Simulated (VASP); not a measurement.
The system is OsI.

```
CELL_PARAMETERS angstrom
1.69924 0.98106 5.41240
-1.69924 0.98106 5.41240
0.00000 -1.96212 5.41240
ATOMIC_POSITIONS crystal
Os 0.00000 0.00000 0.00000
I 0.50000 0.50000 0.50000
```

- Program: VASP 6.6.1
- Task: relaxation of cell and atoms
- Functional: PBE
- Potentials or basis: VASP PAW PBE potentials, release 64 (Os, I)
- Cutoff: 600 eV
- k mesh: 6 × 6 × 6
- Occupations: gaussian, width 0.1 eV
- Spin: collinear spin
- Starting moments: [1.47, 0.0] μB

At the start: pressure -16.2 GPa; volume 27.07 Å³/atom.

Task: Where does the relaxation end?

Result: Over 8 steps the energy falls by 826.0 meV/atom and the volume is 19.82 Å³/atom (-26.8 %); space group R-3m (No. 166, to 0.1 Å) before and after; moment 0.00 μB per cell.

The path:
```tsv
step	energy change (eV)	largest force (eV/Å)	pressure (GPa)	volume (Å³)
1	0.0000	0.0000	-16.20	54.14
2	-1.2299	0.0000	18.33	35.33
3	-1.3691	0.0000	2.73	38.44
4	-1.5704	0.0000	10.01	37.02
5	-1.5721	0.0000	9.34	37.10
6	-1.5923	0.0000	-6.89	42.29
7	-1.6509	0.0000	-0.48	39.71
8	-1.6521	0.0000	0.05	39.65
```

Final structure:
```cif
data_structure
_symmetry_space_group_name_H-M 'P 1'
_symmetry_Int_Tables_number 1
_cell_length_a 4.6006
_cell_length_b 4.6006
_cell_length_c 4.6006
_cell_angle_alpha 42.131
_cell_angle_beta 42.131
_cell_angle_gamma 42.131
_cell_volume 39.65
loop_
_atom_site_label
_atom_site_type_symbol
_atom_site_fract_x
_atom_site_fract_y
_atom_site_fract_z
_atom_site_occupancy
Os1 Os 0.00000 0.00000 0.00000 1
I1 I 0.50000 0.50000 0.50000 1
```

Caveat: the k points lie up to 0.38 Å⁻¹ apart in the final cell; the volume moved by over 15 % at a fixed basis, so the end points are rough.
